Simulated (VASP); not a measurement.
# Au (Im-3m) in VASP: a series of runs

Au is run at these levels: r2SCAN; tasks: single point, relaxation of cell and atoms.

Everything below comes from runs of VASP 6.6.1. Logs are shortened: lines on timing, memory, paths and dates and some standing lists are left out, and cuts for length are marked.

## 1. The cell of the first run

The structure is cubic, space group Im-3m (No. 229). The conventional cell has a = 3.277 Å, b = 3.277 Å, c = 3.277 Å, α = 90.00°, β = 90.00°, γ = 90.00°. Au (site symmetry m-3m) has 14 Au at 2.84 to 3.28 Å within 3.7 Å.

This isn't the form of Au at room conditions, which is fcc.

## 2. Single point, r2SCAN

Contents of POSCAR:

```
Au
1.0
   -1.6383713534      1.6383713534      1.6383713534
    1.6383713534     -1.6383713534      1.6383713534
    1.6383713534      1.6383713534     -1.6383713534
Au
1
Direct
    0.0000000000      0.0000000000      0.0000000000
```

Contents of INCAR.step1:

```
ALGO = Normal
EDIFF = 1E-4
ENCUT = 520
GGA = PE
ISMEAR = 0
LASPH = True
LCHARG = False
LREAL = False
LWAVE = True
NBANDS = 12
NELM = 80
PREC = Accurate
SIGMA = 0.1
```

Contents of INCAR.step2:

```
ALGO = Normal
EDIFF = 1E-6
ENCUT = 520
ISIF = 2
ISMEAR = 0
ISTART = 1
LASPH = True
LCHARG = False
LMIXTAU = True
LREAL = False
LWAVE = False
METAGGA = R2SCAN
NBANDS = 12
NELM = 80
PREC = Accurate
SIGMA = 0.1
```

Contents of KPOINTS:

```
k-points
0
Gamma
  24 24 24
```

Potentials or basis: VASP PAW PBE potentials, release 64 (Au).

Run with:

```
$ cat potpaw_PBE.64/Au/POTCAR > POTCAR
$ cp INCAR.step1 INCAR
$ mpirun -np 1 vasp_std > vasp.out
$ cp INCAR.step2 INCAR
$ mpirun -np 1 vasp_std > vasp.out
```

OUTCAR:

```text
EDIFF = 1E-6
   ENCUT = 520
   ISIF = 2
   ISMEAR = 0
   ISTART = 1
   LASPH = True
   LREAL = False
   METAGGA = R2SCAN
   NELM = 80
   PREC = Accurate

 ion  position               nearest neighbor table
   1  0.000  0.000  0.000-

  LATTYP: Found a body centered cubic cell.
 ALAT       =     3.2767427068

  Lattice vectors:

 A1 = (  -1.6383713534,   1.6383713534,   1.6383713534)
 A2 = (   1.6383713534,  -1.6383713534,   1.6383713534)
 A3 = (   1.6383713534,   1.6383713534,  -1.6383713534)

Analysis of symmetry for initial positions (statically):
=====================================================================
 Subroutine PRICEL returns:
 Original cell was already a primitive cell.

 Routine SETGRP: Setting up the symmetry group for a
 body centered cubic supercell.

 Subroutine GETGRP returns: Found 48 space group operations
 (whereof 48 operations were pure point group operations)
 out of a pool of 48 trial point group operations.

The static configuration has the point symmetry O_h .

Analysis of symmetry for dynamics (positions and initial velocities):
=====================================================================
 Subroutine PRICEL returns:
 Original cell was already a primitive cell.

 Routine SETGRP: Setting up the symmetry group for a
 body centered cubic supercell.

 Subroutine GETGRP returns: Found 48 space group operations
 (whereof 48 operations were pure point group operations)
 out of a pool of 48 trial point group operations.

The dynamic configuration has the point symmetry O_h .

 Subroutine INISYM returns: Found 48 space group operations
 (whereof 48 operations are pure point group operations),
 and found     1 'primitive' translations

----------------------------------------------------------------------------------------

                                     Primitive cell

  volume of cell :      17.5913

  direct lattice vectors                    reciprocal lattice vectors
    -1.638371353  1.638371353  1.638371353     0.000000000  0.305181117  0.305181117
     1.638371353 -1.638371353  1.638371353     0.305181117  0.000000000  0.305181117
     1.638371353  1.638371353 -1.638371353     0.305181117  0.305181117  0.000000000

  length of vectors
     2.837742426  2.837742426  2.837742426     0.431591275  0.431591275  0.431591275

  position of ions in fractional coordinates (direct lattice)
     0.000000000  0.000000000  0.000000000

  ion indices of the primitive-cell ions
   primitive index   ion index
[... 75 lines left out ...]
   EDIFFG = 0.1E-04   stopping-criterion for IOM
   NSW    =      0    number of steps for IOM
   IBRION =     -1    ionic relax: 0-MD 1-quasi-New 2-CG
   NFREE  =      0    steps in history (QN), initial steepest desc. (CG)
   ISIF   =      2    stress and relaxation
   ISYM   =      2    0-nonsym 1-usesym 2-fastsym
   POTIM  = 0.5000    time-step for ionic-motion
   TEBEG  =    0.0;   TEEND  =   0.0 temperature during run
   PSTRESS=    0.0 pullay stress
   NELECT =      11.0000    total number of electrons
   NUPDOWN=      -1.0000    fix difference up-down
   EMIN   =  10.00;   EMAX   =-10.00  energy-range for DOS
   EFERMI =   0.00;   METHOD = LEGACY
   ISMEAR =     0;   SIGMA  =   0.10  broadening in eV -4-tet -1-fermi 0-gaus
   EFERMI_NEDOS =   21; number of points for ismear=-14 and -15
   IALGO  =     38    algorithm
   IMIX   =      4    mixing-type and parameters
     AMIX     =   0.40;   BMIX     =  1.00
     AMIX_MAG =   1.60;   BMIX_MAG =  1.00
  volume/ion in A,a.u.               =      17.59       118.71
  Fermi-wavevector in a.u.,A,eV,Ry     =   1.399931  2.645487 26.664801  1.959808
  Thomas-Fermi vector in A             =   2.522942
   LORBIT       =      0    0 simple, 1 ext, 2 COOP (PROOUT), +10 PAW based schemes
   METAGGA = R2SCAN    functional components
   LHFCALC =     F    Hartree Fock is set to
   AEXX    =    0.0000 exact exchange contribution
   IVDW    =     0    specifies the selected vdW correction
   LEPSILON=     F    determine dielectric tensor
   LRPA    =     F    only Hartree local field effects (RPA)
 non-spin polarized calculation
 Gauss-broadening in eV      SIGMA  =   0.10
  energy-cutoff  :      520.00
  volume of cell :       17.59
 maximum number of plane-waves:       490
 NGX is ok and might be reduce to    24
   NGX = 11   NGY = 11   NGZ = 11

 number of electron      11.0000001 magnetization

 Free energy of the ion-electron system (eV)
  ---------------------------------------------------
  ext. energy  EPLUGINS =         0.00000000
  ---------------------------------------------------
  free energy    TOTEN  =       -50.57624973 eV

  energy without entropy =      -50.57540565  energy(sigma->0) =      -50.57582769

 E-fermi :   8.8719     XC(G=0): -13.4004

 val. band max:        8.8315571929   @ k =  -0.4167   0.4167   0.1667
 cond. band min:       8.9058467868   @ k =   0.4167   0.0833   0.0000
 fundamental gap:      0.0742895940
 Fermi energy:         8.8719036474

 k-point     1 :       0.0000    0.0000    0.0000
  band No.  band energies     occupation
      1      -0.9213      2.00000
      2       3.8428      2.00000
      3       3.8428      2.00000
      4       3.8428      2.00000
      5       5.7259      2.00000
      6       5.7259      2.00000
      7      26.2294      0.00000
      8      26.2294      0.00000
      9      26.2294      0.00000
     10      33.5035      0.00000
     11      33.5035      0.00000
     12      33.5035      0.00000
[... 331 lines left out ...]
 k-point    24 :       0.4583    0.0417    0.0000
  band No.  band energies     occupation
      1       1.6198      2.00000
      2       2.8035      2.00000
      3       5.5707      2.00000
      4       5.8474      2.00000
      5       7.0339      2.00000
      6       8.6468      1.99855
      7      12.4812      0.00000
      8      21.8771      0.00000
      9      22.9474      0.00000
     10      31.2399      0.00000
     11      31.5871      0.00000
     12      32.7348      0.00000

 [... further k-points ...]
[... 5 lines left out ...]
  --------------------------------------------------------------------------------------
  -------------------------------------------------------------------------------------
  Total        0.0285802      0.0285802      0.0285802      0.0000000      0.0000000     -0.0000000
  in kB        2.6030299      2.6030299      2.6030299      0.0000000      0.0000000     -0.0000000
  external PRESSURE =       2.6030299 kB  Pullay stress =       0.0000000 kB

 VOLUME and BASIS-vectors are now :
 -----------------------------------------------------------------------------
  energy-cutoff  :      520.00
  volume of cell :       17.59
      direct lattice vectors                 reciprocal lattice vectors
    -1.638371353  1.638371353  1.638371353     0.000000000  0.305181117  0.305181117
     1.638371353 -1.638371353  1.638371353     0.305181117  0.000000000  0.305181117
     1.638371353  1.638371353 -1.638371353     0.305181117  0.305181117  0.000000000

 POSITION                                       TOTAL-FORCE (eV/Angst)
 -----------------------------------------------------------------------------------
      0.00000      0.00000      0.00000        -0.000000     -0.000000      0.000000
 -----------------------------------------------------------------------------------
    total drift:                                0.000000      0.000000     -0.000000

  FREE ENERGIE OF THE ION-ELECTRON SYSTEM (eV)
  ---------------------------------------------------
  free  energy   TOTEN  =       -50.5762497335 eV

  energy  without entropy=      -50.5754056548  energy(sigma->0) =      -50.57582769
```

Run time: 5.3 min. Hardware: 1 thread of Intel Xeon 8259CL, shared host; peak memory 0.21 GiB.

Results:

| Property | Result |
| --- | --- |
| Free energy | -50.5762 eV |
| Pressure | 0.3 GPa |
| Band gap on the k mesh | zero (an odd number of electrons rules out a gap without spin polarisation) |

Caveat: the PAW data sets were made with another functional, which shifts forces and pressure a little; spin-orbit coupling is left out, which moves the levels of the heavy elements.

## 3. Relaxation of cell and atoms, r2SCAN

This run uses another cell than the first one, of 17.67 Å³/atom.

Contents of POSCAR:

```
Au
1.0
   -1.6408884277      1.6408884277      1.6408884277
    1.6408884277     -1.6408884277      1.6408884277
    1.6408884277      1.6408884277     -1.6408884277
Au
1
Direct
    0.0000000000      0.0000000000      0.0000000000
```

Contents of INCAR.step1:

```
SYSTEM = Au
PREC     = Accurate       ! precision mode
ENCUT    = 600            ! plane-wave cutoff, eV
ISMEAR   = 0              ! smearing method
SIGMA    = 0.1            ! smearing width, eV
LREAL    = .FALSE.        ! projectors in reciprocal space
LASPH    = .TRUE.         ! aspherical terms in the spheres
NELM     = 80             ! most SCF steps
GGA      = PE             ! functional
ALGO     = Normal         ! electronic algorithm
EDIFF    = 1E-4           ! SCF threshold, eV
LWAVE    = .TRUE.         ! write WAVECAR
LCHARG   = .FALSE.        ! write CHGCAR
```

Contents of INCAR.step2:

```
SYSTEM = Au
PREC     = Accurate       ! precision mode
ENCUT    = 600            ! plane-wave cutoff, eV
EDIFF    = 1E-7           ! SCF threshold, eV
ISMEAR   = 0              ! smearing method
SIGMA    = 0.1            ! smearing width, eV
LREAL    = .FALSE.        ! projectors in reciprocal space
LASPH    = .TRUE.         ! aspherical terms in the spheres
NELM     = 80             ! most SCF steps
ALGO     = Normal         ! electronic algorithm
ISIF     = 3              ! what is computed and relaxed
LWAVE    = .FALSE.        ! write WAVECAR
LCHARG   = .FALSE.        ! write CHGCAR
METAGGA  = R2SCAN         ! meta-GGA
LMIXTAU  = .TRUE.       
IBRION   = 2              ! ionic algorithm
NSW      = 100            ! ionic steps
EDIFFG   = -0.01          ! ionic threshold
ISTART   = 1
```

Contents of KPOINTS:

```
regular mesh
0
G
  24 24 24
  0 0 0
```

Potentials or basis: VASP PAW PBE potentials, release 64 (Au).

Run with:

```
$ cat potpaw_PBE.64/Au/POTCAR > POTCAR
$ cp INCAR.step1 INCAR
$ mpirun -np 1 vasp_std > vasp.out
$ cp INCAR.step2 INCAR
$ mpirun -np 1 vasp_std > vasp.out
```

OUTCAR:

```text
SYSTEM = Au
   PREC = Accurate
   ENCUT = 600
   EDIFF = 1E-7
   ISMEAR = 0
   LREAL = .FALSE.
   LASPH = .TRUE.
   NELM = 80
   ISIF = 3
   METAGGA = R2SCAN
   IBRION = 2
   NSW = 100
   EDIFFG = -0.01
   ISTART = 1

 ion  position               nearest neighbor table
   1  0.000  0.000  0.000-

  LATTYP: Found a body centered cubic cell.
 ALAT       =     3.2817768554

  Lattice vectors:

 A1 = (  -1.6408884277,   1.6408884277,   1.6408884277)
 A2 = (   1.6408884277,  -1.6408884277,   1.6408884277)
 A3 = (   1.6408884277,   1.6408884277,  -1.6408884277)

Analysis of symmetry for initial positions (statically):
=====================================================================
 Subroutine PRICEL returns:
 Original cell was already a primitive cell.

 Routine SETGRP: Setting up the symmetry group for a
 body centered cubic supercell.

 Subroutine GETGRP returns: Found 48 space group operations
 (whereof 48 operations were pure point group operations)
[... 169 lines left out ...]
  --------------------------------------------------------------------------------------
  -------------------------------------------------------------------------------------
  Total       -0.0390891     -0.0390891     -0.0390891      0.0000000      0.0000000      0.0000000
  in kB       -3.5437950     -3.5437950     -3.5437950      0.0000000      0.0000000      0.0000000
  external PRESSURE =      -3.5437950 kB  Pullay stress =       0.0000000 kB
[... 57 lines left out ...]
--------------------------------------- Ionic step        3  -------------------------------------------

 number of electron      11.0000001 magnetization

 Free energy of the ion-electron system (eV)
  ---------------------------------------------------
  ext. energy  EPLUGINS =         0.00000000
  ---------------------------------------------------
  free energy    TOTEN  =       -50.57582197 eV

  energy without entropy =      -50.57497208  energy(sigma->0) =      -50.57539703

 E-fermi :   8.8385     XC(G=0): -13.3847

 val. band max:        8.7979427748   @ k =  -0.4167   0.4167   0.1667
 cond. band min:       8.8744858290   @ k =   0.4167   0.0833   0.0000
 fundamental gap:      0.0765430541
 Fermi energy:         8.8385349527

 k-point     1 :       0.0000    0.0000    0.0000
  band No.  band energies     occupation
      1      -0.9322      2.00000
      2       3.8199      2.00000
      3       3.8199      2.00000
      4       3.8200      2.00000
      5       5.6963      2.00000
      6       5.6963      2.00000
      7      26.1946      0.00000
      8      26.1946      0.00000
      9      26.1946      0.00000
[... 265 lines left out ...]
 k-point    24 :       0.4583    0.0417    0.0000
  band No.  band energies     occupation
      1       1.6050      2.00000
      2       2.7847      2.00000
      3       5.5416      2.00000
      4       5.8174      2.00000
      5       7.0006      2.00000
      6       8.6195      1.99805
      7      12.4341      0.00000
      8      21.8400      0.00000
      9      22.8964      0.00000

 [... further k-points ...]
[... 5 lines left out ...]
  --------------------------------------------------------------------------------------
  -------------------------------------------------------------------------------------
  Total        0.0020905      0.0020905      0.0020905     -0.0000000      0.0000000     -0.0000000
  in kB        0.1899920      0.1899920      0.1899920     -0.0000000      0.0000000     -0.0000000
  external PRESSURE =       0.1899920 kB  Pullay stress =       0.0000000 kB
[... 16 lines left out ...]
  FREE ENERGIE OF THE ION-ELECTRON SYSTEM (eV)
  ---------------------------------------------------
  free  energy   TOTEN  =       -50.5758219651 eV

  energy  without entropy=      -50.5749720850  energy(sigma->0) =      -50.57539703

 reached required accuracy - stopping structural energy minimisation
```

OUTCAR.step1:

```text
SYSTEM = Au
   PREC = Accurate
   ENCUT = 600
   ISMEAR = 0
   LREAL = .FALSE.
   LASPH = .TRUE.
   NELM = 80
[... 504 lines left out ...]
 -----------------------------------------------------------------------------------
      0.00000      0.00000      0.00000        -0.000000      0.000000      0.000000
 -----------------------------------------------------------------------------------
    total drift:                               -0.000000      0.000000     -0.000000

  FREE ENERGIE OF THE ION-ELECTRON SYSTEM (eV)
  ---------------------------------------------------
  free  energy   TOTEN  =        -3.1992015415 eV

  energy  without entropy=       -3.1982128207  energy(sigma->0) =       -3.19870718
```

It took 11 min on 1 thread of Intel Xeon 8259CL, shared host; peak memory 0.23 GiB.

What came out:

```
Free energy                           : -50.5758 eV
Relaxed volume                        : 17.63 Å³/atom
Relaxed cell                          : a = 2.840 Å, b = 2.840 Å, c = 2.840 Å, α = 109.47°, β = 109.47°, γ = 109.47°
Space group after relaxing (to 0.1 Å) : Im-3m (No. 229)
Energy gained by relaxing             : 0.0 meV/atom
Ionic steps                           : 3
Pressure after relaxing               : 0.0 GPa
Band gap on the k mesh                : zero (an odd number of electrons rules out a gap without spin polarisation)
```

Final structure:
```
CELL_PARAMETERS angstrom
-1.63955 1.63955 1.63955
1.63955 -1.63955 1.63955
1.63955 1.63955 -1.63955
ATOMIC_POSITIONS crystal
Au 0.00000 0.00000 0.00000
```

Levels at points of the mesh, in eV from the Fermi level:
```tsv
k point	band 2	band 3	band 4	band 5	band 6	band 7	band 8	band 9
(0.00, 0.00, 0.00)	-5.02	-5.02	-5.02	-3.14	-3.14	17.36	17.36	17.36
(0.50, 0.00, 0.00)	-6.07	-3.29	-2.97	-1.62	-0.38	3.44	13.02	14.22
(0.50, 0.50, 0.50)	-6.88	-1.99	-1.99	-1.99	6.56	6.56	6.56	9.67
```

Caveat: the PAW data sets were made with another functional, which shifts forces and pressure a little; spin-orbit coupling is left out, which moves the levels of the heavy elements.
